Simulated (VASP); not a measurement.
# Al in VASP: a series of runs, part 2 of 2

VASP 6.6.1. The steps go on from the part before.

## Step 3: Single point, r2SCAN

This run uses another cell than the first one.

POSCAR reads:

```
Al
1.0
    2.8227735241      0.0000000000      0.0000000000
    0.0000000000      2.8227735241      0.0000000000
    0.0000000000      0.0000000000     19.6006973085
Al
3
Direct
    0.5000000000      0.5000000000      0.2040743723
    0.0000000000      0.0000000000      0.3086652017
    0.5000000000      0.5000000000      0.4132861796
```

INCAR.step1 reads:

```
ALGO = Normal
DIPOL = 0.5 0.5 0.309
EDIFF = 1E-5
ENCUT = 440
GGA = PE
GGA_COMPAT = F
IDIPOL = 3
ISMEAR = 0
LASPH = T
LCHARG = F
LDIPOL = T
LREAL = F
LWAVE = T
NBANDS = 12
NELM = 120
NELMDL = -8
PREC = Accurate
SIGMA = 0.1
```

INCAR.step2 reads:

```
ALGO = Normal
DIPOL = 0.5 0.5 0.309
EDIFF = 1E-6
ENCUT = 440
GGA_COMPAT = F
IDIPOL = 3
ISIF = 2
ISMEAR = 0
ISTART = 1
LASPH = T
LCHARG = F
LDIPOL = T
LMIXTAU = T
LREAL = F
LWAVE = F
METAGGA = R2SCAN
NBANDS = 12
NELM = 120
PREC = Accurate
SIGMA = 0.1
```

KPOINTS reads:

```
k-points
0
Gamma
  9 9 1
```

Potentials or basis: VASP PAW PBE potentials, release 64 (Al).

Started as:

```sh
$ cat potpaw_PBE.64/Al/POTCAR > POTCAR
$ cp INCAR.step1 INCAR
$ mpirun -np 1 vasp_std > vasp.out
$ cp INCAR.step2 INCAR
$ mpirun -np 1 vasp_std > vasp.out
```

OUTCAR:

```text
EDIFF = 1E-6
   ENCUT = 440
   ISIF = 2
   ISMEAR = 0
   ISTART = 1
   LASPH = T
   LREAL = F
   METAGGA = R2SCAN
   NELM = 120
   PREC = Accurate

 ion  position               nearest neighbor table
   1  0.500  0.500  0.204-   2 2.86   2 2.86   2 2.86   2 2.86
   2  0.000  0.000  0.309-   1 2.86   1 2.86   1 2.86   1 2.86   3 2.86   3 2.86   3 2.86   3 2.86

   3  0.500  0.500  0.413-   2 2.86   2 2.86   2 2.86   2 2.86

  LATTYP: Found a simple tetragonal cell.
 ALAT       =     2.8227735241
 C/A-ratio  =     6.9437725489

  Lattice vectors:

 A1 = (   2.8227735241,   0.0000000000,   0.0000000000)
 A2 = (   0.0000000000,   2.8227735241,   0.0000000000)
 A3 = (   0.0000000000,   0.0000000000,  19.6006973085)

Analysis of symmetry for initial positions (statically):
=====================================================================
 Subroutine PRICEL returns:
 Original cell was already a primitive cell.

 Routine SETGRP: Setting up the symmetry group for a
 simple tetragonal supercell.

 Subroutine GETGRP returns: Found  8 space group operations
 (whereof  8 operations were pure point group operations)
 out of a pool of 16 trial point group operations.

The static configuration has the point symmetry C_4v.

Analysis of symmetry for dynamics (positions and initial velocities):
=====================================================================
 Subroutine PRICEL returns:
 Original cell was already a primitive cell.

 Routine SETGRP: Setting up the symmetry group for a
 simple tetragonal supercell.

 Subroutine GETGRP returns: Found  8 space group operations
 (whereof  8 operations were pure point group operations)
 out of a pool of 16 trial point group operations.

The dynamic configuration has the point symmetry C_4v.

 Subroutine INISYM returns: Found  8 space group operations
 (whereof  8 operations are pure point group operations),
 and found     1 'primitive' translations

----------------------------------------------------------------------------------------

                                     Primitive cell

  volume of cell :     156.1793

  direct lattice vectors                    reciprocal lattice vectors
     2.822773524  0.000000000  0.000000000     0.354261506  0.000000000  0.000000000
     0.000000000  2.822773524  0.000000000     0.000000000  0.354261506  0.000000000
     0.000000000  0.000000000 19.600697308     0.000000000  0.000000000  0.051018593

  length of vectors
     2.822773524  2.822773524 19.600697308     0.354261506  0.354261506  0.051018593

  position of ions in fractional coordinates (direct lattice)
     0.500000000  0.500000000  0.204074372
     0.000000000  0.000000000  0.308665202
     0.500000000  0.500000000  0.413286180

  ion indices of the primitive-cell ions
   primitive index   ion index
                 1           1
                 2           2
                 3           3

----------------------------------------------------------------------------------------

 KPOINTS: k-points

Automatic generation of k-mesh.
 Grid dimensions read from file:
 generate k-points for:    9    9    1

 Generating k-lattice:

  Cartesian coordinates                     Fractional coordinates (reciprocal lattice)
     0.039362390  0.000000000  0.000000000     0.111111111  0.000000000  0.000000000
     0.000000000  0.039362390  0.000000000     0.000000000  0.111111111  0.000000000
     0.000000000  0.000000000  0.051018593     0.000000000  0.000000000  1.000000000

  Length of vectors
[... 39 lines left out ...]
   ISPIN  =      1    spin polarized calculation?
   LNONCOLLINEAR =      F non collinear calculations
   LSORBIT =      F    spin-orbit coupling
   LASPH  =      T    aspherical Exc in radial PAW
   ENCUT  =  440.0 eV  32.34 Ry    5.69 a.u.   4.83  4.83 33.52*2*pi/ulx,y,z
   NELM   =    120;   NELMIN=  2; NELMDL=  0     # of ELM steps
   EDIFF  = 0.1E-05   stopping-criterion for ELM
   LREAL  =      F    real-space projection
   EDIFFG = 0.1E-04   stopping-criterion for IOM
   NSW    =      0    number of steps for IOM
   IBRION =     -1    ionic relax: 0-MD 1-quasi-New 2-CG
   NFREE  =      0    steps in history (QN), initial steepest desc. (CG)
   ISIF   =      2    stress and relaxation
   ISYM   =      2    0-nonsym 1-usesym 2-fastsym
   POTIM  = 0.5000    time-step for ionic-motion
   TEBEG  =    0.0;   TEEND  =   0.0 temperature during run
   PSTRESS=    0.0 pullay stress
   NELECT =       9.0000    total number of electrons
   NUPDOWN=      -1.0000    fix difference up-down
   EMIN   =  10.00;   EMAX   =-10.00  energy-range for DOS
   EFERMI =   0.00;   METHOD = LEGACY
   ISMEAR =     0;   SIGMA  =   0.10  broadening in eV -4-tet -1-fermi 0-gaus
   EFERMI_NEDOS =   21; number of points for ismear=-14 and -15
   IALGO  =     38    algorithm
   IMIX   =      4    mixing-type and parameters
     AMIX     =   0.40;   BMIX     =  1.00
     AMIX_MAG =   1.60;   BMIX_MAG =  1.00
  volume/ion in A,a.u.               =      52.06       351.32
  Fermi-wavevector in a.u.,A,eV,Ry     =   0.632336  1.194941  5.440271  0.399849
  Thomas-Fermi vector in A             =   1.695617
   LORBIT       =      0    0 simple, 1 ext, 2 COOP (PROOUT), +10 PAW based schemes
   METAGGA = R2SCAN    functional components
   LHFCALC =     F    Hartree Fock is set to
   AEXX    =    0.0000 exact exchange contribution
   IVDW    =     0    specifies the selected vdW correction
   LEPSILON=     F    determine dielectric tensor
   LRPA    =     F    only Hartree local field effects (RPA)
 non-spin polarized calculation
 Gauss-broadening in eV      SIGMA  =   0.10
  energy-cutoff  :      440.00
  volume of cell :      156.18
 maximum number of plane-waves:      3300
 NGX is ok and might be reduce to    20
   NGX =  9   NGY =  9   NGZ = 67

 dipolmoment           0.000000      0.000000     -0.000021 electrons x Angstroem

 number of electron       9.0000000 magnetization

 dipolmoment           0.000000      0.000000      0.000004 electrons x Angstroem

 Free energy of the ion-electron system (eV)
  ---------------------------------------------------
  ext. energy  EPLUGINS =         0.00000000
  ---------------------------------------------------
  free energy    TOTEN  =       -19.09723756 eV

  energy without entropy =      -19.09302844  energy(sigma->0) =      -19.09513300

 E-fermi :  -0.2908     XC(G=0):  -4.3233

 val. band max:       -0.3781599567   @ k =   0.3333   0.0000   0.0000
 cond. band min:      -0.2221361304   @ k =   0.2222   0.0000   0.0000
 fundamental gap:      0.1560238264
 Fermi energy:        -0.2907529046

 k-point     1 :       0.0000    0.0000    0.0000
  band No.  band energies     occupation
      1     -11.6333      2.00000
      2      -9.2372      2.00000
      3      -5.7106      2.00000
      4      -2.5704      2.00000
      5       1.6149      0.00000
      6       3.7927      0.00000
      7       4.1767      0.00000
      8       5.7003      0.00000
      9       5.8836      0.00000
     10       5.9183      0.00000
     11       6.5770      0.00000
     12       6.5770      0.00000
[... 196 lines left out ...]
 k-point    15 :       0.4444    0.4444    0.0000
  band No.  band energies     occupation
      1      -4.1397      2.00000
      2      -2.7235      2.00000
      3      -1.8388      2.00000
      4      -1.0702      2.00000
      5      -0.4953      1.99619
      6       0.3955      0.00000
      7       1.3265      0.00000
      8       1.5787      0.00000
      9       2.7300      0.00000
     10       2.8306      0.00000
     11       4.5524      0.00000
     12       4.6101      0.00000

------------------------ aborting loop because EDIFF is reached ----------------------------------------

 vacuum level on the upper side and lower side of the slab       (xc-potential included)         0.003         0.007

  FORCE on cell =-STRESS in cart. coord.  units (eV):
  Direction    XX          YY          ZZ          XY          YZ          ZX
  --------------------------------------------------------------------------------------
  -------------------------------------------------------------------------------------
  Total       -2.2952645     -2.2952645      0.6175714      0.0000000      0.0000000     -0.0000000
  in kB      -23.5461400    -23.5461400      6.3354022      0.0000000      0.0000000     -0.0000000
  external PRESSURE =     -13.5856260 kB  Pullay stress =       0.0000000 kB

 VOLUME and BASIS-vectors are now :
 -----------------------------------------------------------------------------
  energy-cutoff  :      440.00
  volume of cell :      156.18
      direct lattice vectors                 reciprocal lattice vectors
     2.822773524  0.000000000  0.000000000     0.354261506  0.000000000  0.000000000
     0.000000000  2.822773524  0.000000000     0.000000000  0.354261506  0.000000000
     0.000000000  0.000000000 19.600697308     0.000000000  0.000000000  0.051018593

 POSITION                                       TOTAL-FORCE (eV/Angst)
 -----------------------------------------------------------------------------------
      1.41139      1.41139      4.00000        -0.000000     -0.000000     -0.152128
      0.00000      0.00000      6.05005        -0.000000      0.000000      0.001877
      1.41139      1.41139      8.10070         0.000000      0.000000      0.150252
 -----------------------------------------------------------------------------------
    total drift:                                0.000000      0.000000     -0.000234

  FREE ENERGIE OF THE ION-ELECTRON SYSTEM (eV)
  ---------------------------------------------------
  free  energy   TOTEN  =       -19.0972375563 eV

  energy  without entropy=      -19.0930284361  energy(sigma->0) =      -19.09513300

 vacuum level on the upper side and lower side of the slab         4.051         4.045
```

Run time: 2.9 min. Hardware: 1 thread of Intel Xeon 8259CL, shared host; peak memory 0.24 GiB.

Results:

```yaml
Free_energy: -19.0972 eV
Largest_force: 0.152 eV/Å
Band_gap_on_the_k_mesh: zero (an odd number of electrons rules out a gap without spin polarisation)
```

Forces on the atoms (eV/Å):
```
Al   0.000  0.000 -0.152
Al   0.000  0.000  0.002
Al   0.000  0.000  0.150
```

Caveat: the PAW data sets were made with another functional, which shifts forces and pressure a little.

The gap in the log of VASP goes by the Fermi energy; the results here count the filled bands.